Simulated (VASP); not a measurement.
Input of a VASP 6.6.1 run:

Contents of POSCAR:

```
TePb
1.0
    0.0000000000      3.6414940692      3.6414940692
    3.6414940692      0.0000000000      3.6414940692
    3.6414940692      3.6414940692      0.0000000000
Pb Te
1 1
Direct
    0.0000000000      0.0000000000      0.0000000000
    0.2500000000      0.2500000000      0.2500000000
```

INCAR.step1

```
  PREC = Accurate
  ENCUT = 520
  EDIFF = 1E-5
  ISMEAR = -1
  SIGMA = 0.001
  LREAL = False
  LASPH = True
  NELM = 60
  ALGO = Normal
  ISIF = 2
  LWAVE = True
  LCHARG = False
  GGA = PE
  NBANDS = 17
```

INCAR.step2

```
  PREC = Accurate
  ENCUT = 520
  EDIFF = 1E-6
  ISMEAR = -1
  SIGMA = 0.001
  LREAL = False
  LASPH = True
  NELM = 60
  ALGO = Normal
  ISIF = 2
  LWAVE = False
  LCHARG = False
  GGA = PE
  LHFCALC = True
  HFSCREEN = 0.2079
  PRECFOCK = Normal
  ISTART = 1
  NBANDS = 17
```

File KPOINTS:

```
regular mesh
0
Gamma
  4 4 4
```

Potentials or basis: VASP PAW PBE potentials, release 64 (Pb_d, Te).

Launch:

```sh
$ cat potpaw_PBE.64/Pb_d/POTCAR potpaw_PBE.64/Te/POTCAR > POTCAR
$ cp INCAR.step1 INCAR
$ mpirun -np 1 vasp_std > vasp.out
$ cp INCAR.step2 INCAR
$ mpirun -np 1 vasp_std > vasp.out
```

Q: What does it give for the pressure?

A: -0.1 GPa.

Q: What does it give for the band gap on the k mesh?

A: 0.96 eV (least direct gap 1.62 eV).

Caveat: the PAW data sets were made with another functional, which shifts forces and pressure a little; spin-orbit coupling is left out, which moves the levels of the heavy elements. A k mesh can miss the band edges.
